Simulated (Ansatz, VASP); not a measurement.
## Two plane-wave programs on Ge

File INCAR:

```
ALGO = Normal
EDIFF = 1E-6
ENCUT = 520
GGA = PS
ISIF = 2
ISMEAR = 0
LASPH = True
LCHARG = False
LREAL = False
LWAVE = False
NBANDS = 36
NELM = 100
PREC = Accurate
SIGMA = 0.15
```

The input KPOINTS:

```
k-points
0
Gamma
  12 12 8
```

POSCAR

```
Ge
1.0
    3.8770588283      0.0000000000      0.0000000000
   -1.9385294141      3.3576314372      0.0000000000
    0.0000000000      0.0000000000      6.4974196560
Ge
4
Direct
    0.6666666667      0.3333333333      0.0629118565
    0.3333333333      0.6666666667      0.5629118565
    0.6666666667      0.3333333333      0.4370881435
    0.3333333333      0.6666666667      0.9370881435
```

Input for Ansatz:

```yaml
crystal:
  lattice:
    - [3.8770588283, 0.0, 0.0]
    - [-1.9385294141, 3.3576314372, 0.0]
    - [0.0, 0.0, 6.497419656]
  atoms:
    - { symbol: Ge, position: [0.6666666667, 0.3333333333, 0.0629118565] }
    - { symbol: Ge, position: [0.3333333333, 0.6666666667, 0.5629118565] }
    - { symbol: Ge, position: [0.6666666667, 0.3333333333, 0.4370881435] }
    - { symbol: Ge, position: [0.3333333333, 0.6666666667, 0.9370881435] }
basis:
  ecutwfc: 420
kpoints:
  mp_grid: { grid: [12, 12, 8] }
hamiltonian:
  xc: pbesol
scf:
  occupations: { method: gaussian, width: 0.15 }
output:
  forces: true
  stress: true
  eigenvalues: true
```

Change from the starting cell: strain -0.030 along x and y, -0.015 along z, atoms carried along.

Alike in both runs: task single point; functional PBEsol; k mesh 12 × 12 × 8; occupations gaussian, width 0.15 eV; no spin polarisation.

|  | VASP | Ansatz |
| --- | --- | --- |
| version | VASP 6.6.1 | Ansatz 0.2.0 |
| potentials or method | VASP PAW PBE potentials, release 64 (Ge_d), cutoff 520 eV | scalar-relativistic, plane waves, PAW |
| valence electrons in the cell | 56 | 56 |

VASP gave:

| Item | Value |
| --- | --- |
| gap on the k mesh at the Fermi level (eV) | none |
| pressure (GPa) | 6.0 |
| traceless stress, the component that is largest in VASP (GPa) | -2.16 |
| rms of the force components (eV/Å) | 0.122 |

Estimate Ansatz's values.

gap on the k mesh at the Fermi level (eV): none; pressure (GPa): 6.2; traceless stress, the component that is largest in VASP (GPa): -2.17; rms of the force components (eV/Å): 0.124.

VASP's potentials were made for PBE, not for PBEsol. Atom by atom the forces differ by 0.002 eV/Å (rms over components). A gap of «none» marks a metal or a gap that the smearing closes. With one functional, cell and mesh, what is left measures potentials, basis and numerics.
